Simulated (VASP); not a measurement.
A run of VASP 6.6.1 is set up as follows.

The input INCAR:

```
PREC     = Accurate       # precision mode
ENCUT    = 520            # plane-wave cutoff, eV
EDIFF    = 1E-7           # SCF threshold, eV
ISMEAR   = 0              # smearing method
SIGMA    = 0.05           # smearing width, eV
LREAL    = F              # projectors in reciprocal space
LASPH    = T              # aspherical terms in the spheres
NELM     = 150            # most SCF steps
ALGO     = Normal         # electronic algorithm
ISIF     = 2              # what is computed and relaxed
LWAVE    = F              # write WAVECAR
LCHARG   = F              # write CHGCAR
MAGMOM   = 0 0 0          # initial moments
LORBIT   = 11             # projections on sites
LSORBIT  = T              # spin-orbit coupling
GGA_COMPAT= F            
LORBMOM  = T            
GGA      = PE             # functional
NBANDS   = 20             # bands
```

The input KPOINTS:

```
Automatic mesh
0
Gamma
  10 10 10
```

Contents of POSCAR:

```
Rb
1.0
    0.0000000000      3.5836242734      3.5836242734
    3.5836242734      0.0000000000      3.5836242734
    3.5836242734      3.5836242734      0.0000000000
Rb
1
Direct
    0.0000000000      0.0000000000      0.0000000000
```

Potentials or basis: VASP PAW PBE potentials, release 64 (Rb_sv).

Launch:

```bash
$ cat potpaw_PBE.64/Rb_sv/POTCAR > POTCAR
$ mpirun -np 1 vasp_ncl > vasp.out
```

Estimate the pressure.

0.0 GPa.

Predict the net moment.

0.00 μB per cell.

Moments on the atoms (μB; x, y, z):
```
Rb  0.00 0.00 0.00
```
